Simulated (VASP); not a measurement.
V2O5:

```xyz
7
Lattice="5.8995 0.0000 0.0000 -2.9498 5.1091 0.0000 0.0000 0.0000 4.8602" Properties=species:S:1:pos:R:3 pbc="T T T"
V     0.0000    3.4061    1.8502
V     2.9498    1.7030    1.8502
O     0.0000    3.4061    0.2631
O    -1.4749    2.5546    2.3805
O     1.4749    2.5546    2.3805
O     2.9498    0.0000    2.3805
O     2.9498    1.7030    0.2631
```

Base run:

```yaml
Program: VASP 6.6.1
Functional: r2SCAN
Potentials_or_basis: VASP PAW PBE potentials, release 64 (V_sv, O)
Cutoff: 520 eV
k_mesh: 6 × 6 × 6
Occupations: gaussian, width 0.02 eV
Spin: no spin polarisation
```

Its results: band gap on the k mesh 3.10 eV (least direct gap 3.21 eV); pressure -1.6 GPa; largest force 0.242 eV/Å.

The run is repeated on the same cell with these changes: functional from r2SCAN to PBEsol. What comes out?

Band gap on the k mesh 2.75 eV (least direct gap 2.87 eV); pressure -1.6 GPa; largest force 0.296 eV/Å.

Caveats: the PAW data sets were made with another functional, which shifts forces and pressure a little.

A k mesh can miss the band edges.
